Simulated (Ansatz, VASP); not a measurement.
## Two plane-wave programs on SiNi

INCAR

```
PREC     = Accurate       # precision mode
ENCUT    = 690            # plane-wave cutoff, eV
EDIFF    = 1E-6           # SCF threshold, eV
ISMEAR   = -1             # smearing method
SIGMA    = 0.05           # smearing width, eV
LREAL    = F              # projectors in reciprocal space
LASPH    = T              # aspherical terms in the spheres
NELM     = 200            # most SCF steps
ALGO     = Normal         # electronic algorithm
ISIF     = 2              # what is computed and relaxed
LWAVE    = F              # write WAVECAR
LCHARG   = F              # write CHGCAR
ISPIN    = 2              # spin polarisation
MAGMOM   = 1 1 0 0        # initial moments
LORBIT   = 11             # projections on sites
LMAXMIX  = 4              # l up to which the mixer works
GGA      = CA             # functional
NBANDS   = 34             # bands
GGA_COMPAT= F
```

File KPOINTS:

```
Automatic mesh
0
Gamma
  9 8 6
```

File POSCAR:

```
SiNi
1.0
    2.9427706600      0.0000000000      0.0000000000
    0.0000000000      3.2803255400      0.0000000000
    0.0000000000      0.0000000000      4.6774467600
Ni Si
2 2
Direct
    0.5000000000      0.5000000000      0.3424955900
    0.0000000000      0.0000000000      0.6575044100
    0.5000000000      0.5000000000      0.8431431600
    0.0000000000      0.0000000000      0.1568568400
```

Contents of input.yaml:

```yaml
crystal:
  lattice:
    - [2.94277066, 0.0, 0.0]
    - [0.0, 3.28032554, 0.0]
    - [0.0, 0.0, 4.67744676]
  atoms:
    - { symbol: Ni, position: [0.5, 0.5, 0.34249559], spin: 1.0 }
    - { symbol: Ni, position: [0.0, 0.0, 0.65750441], spin: 1.0 }
    - { symbol: Si, position: [0.5, 0.5, 0.84314316] }
    - { symbol: Si, position: [0.0, 0.0, 0.15685684] }
hamiltonian:
  xc: lda
  pseudopotentials: { kind: paw }
magnetization:
  spin_polarized: true
kpoints:
  mp_grid: { grid: [9, 8, 6] }
  band_path:
    path:
      - [[0.0, 0.0, 0.0], [0.5, 0.0, 0.0], [0.5, 0.5, 0.0], [0.0, 0.5, 0.0], [0.0, 0.0, 0.0], [0.0, 0.0, 0.5], [0.5, 0.0, 0.5], [0.5, 0.5, 0.5], [0.0, 0.5, 0.5], [0.0, 0.0, 0.5]]
      - [[0.0, 0.5, 0.0], [0.0, 0.5, 0.5]]
      - [[0.5, 0.0, 0.5], [0.5, 0.0, 0.0]]
      - [[0.5, 0.5, 0.0], [0.5, 0.5, 0.5]]
    npoints: 14
scf:
  occupations: { method: fermi_dirac, width: 0.05 }
  n_extra_bands: 10
output:
  forces: true
  stress: true
  eigenvalues: true
  fatbands: true
```

Alike in both runs: functional LDA; k mesh 9 × 8 × 6; occupations fermi-dirac, width 0.05 eV; collinear spin.

```csv
,VASP,Ansatz
version,VASP 6.6.1,Ansatz 0.2.0
potentials or method,"VASP PAW LDA potentials, release 64 (Ni_sv_GW, Si)",Ansatz PAW
plane-wave cutoff (eV),690,420
valence electrons in the cell,44,44
task,single point,band structure
```

Ansatz gave:

| Quantity | Value |
| --- | --- |
| gap on the k mesh at the Fermi level (eV) | none |
| pressure (GPa) | -4.9 |
| traceless stress, the component that is largest in VASP (GPa) | -2.01 |
| rms of the force components (eV/Å) | 0.099 |
| net moment per atom (μB) | 0.00 |

Q: Estimate VASP's values.

A: gap on the k mesh at the Fermi level (eV): none; pressure (GPa): -5.8; traceless stress, the component that is largest in VASP (GPa): -1.84; rms of the force components (eV/Å): 0.093; net moment per atom (μB): 0.00.

LDA's correlation is that of Perdew and Zunger in VASP and of Perdew and Wang (1992) in Ansatz. Atom by atom the forces differ by 0.013 eV/Å (rms over components). A gap of «none» marks a metal or a gap that the smearing closes.
